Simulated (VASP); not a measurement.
Write the native input for VASP 6.6.1 that does the following.

```yaml
Task: single point
Functional: r2SCAN
Potentials_or_basis: VASP PAW PBE potentials, release 64 (Al, N)
Cutoff: 520 eV
k_mesh: 10 × 10 × 10
Occupations: gaussian, width 0.05 eV
Spin: no spin polarisation
Dipole_correction: no
Further_INCAR_settings: ALGO = Normal; EDIFF = 1e-07; NBANDS = 11
```

AlN:

```
Al N
1.0
     0.00000    2.30653    1.96055
     2.30653    0.00000    1.96055
     2.30653    2.30653    0.00000
Al N
1 1
Direct
  0.00000 0.00000 0.00000
  0.75000 0.75000 0.75000
```

This cell differs from its parent crystal: ratio of the length along z to the lengths across it x 0.85, volume and fractional coordinates fixed.

The input as run:

POSCAR

```
AlN
1.0
    0.0000000000      2.3065279109      1.9605487243
    2.3065279109      0.0000000000      1.9605487243
    2.3065279109      2.3065279109      0.0000000000
Al N
1 1
Direct
    0.0000000000      0.0000000000      0.0000000000
    0.7500000000      0.7500000000      0.7500000000
```

INCAR.step1

```
ALGO = Normal ; EDIFF = 1E-4
ENCUT = 520 ; GGA = PE
ISMEAR = 0 ; LASPH = T
LCHARG = F ; LREAL = F
LWAVE = T ; NBANDS = 11
NELM = 100 ; PREC = Accurate
SIGMA = 0.05
```

INCAR.step2

```
ALGO = Normal ; EDIFF = 1E-7
ENCUT = 520 ; ISIF = 2
ISMEAR = 0 ; ISTART = 1
LASPH = T ; LCHARG = T
LELF = T ; LMIXTAU = T
LREAL = F ; LVHAR = T
LWAVE = F ; METAGGA = R2SCAN
NBANDS = 11 ; NELM = 100
PREC = Accurate ; SIGMA = 0.05
```

KPOINTS

```
k-points
0
Gamma
  10 10 10
```

Potentials or basis: VASP PAW PBE potentials, release 64 (Al, N).

The run is started by

```console
$ cat potpaw_PBE.64/Al/POTCAR potpaw_PBE.64/N/POTCAR > POTCAR
$ cp INCAR.step1 INCAR
$ mpirun -np 1 vasp_std > vasp.out
$ cp INCAR.step2 INCAR
$ mpirun -np 1 vasp_std > vasp.out
```

It gave:

* Pressure: -2.8 GPa
* Band gap on the k mesh: 3.34 eV (least direct gap 4.42 eV)

Caveat: the PAW data sets were made with another functional, which shifts forces and pressure a little.

It took 61 s on 1 thread of Intel(R) Xeon(R) Platinum 8559C (Emerald Rapids), on a shared host, peak memory 0.14 GiB.
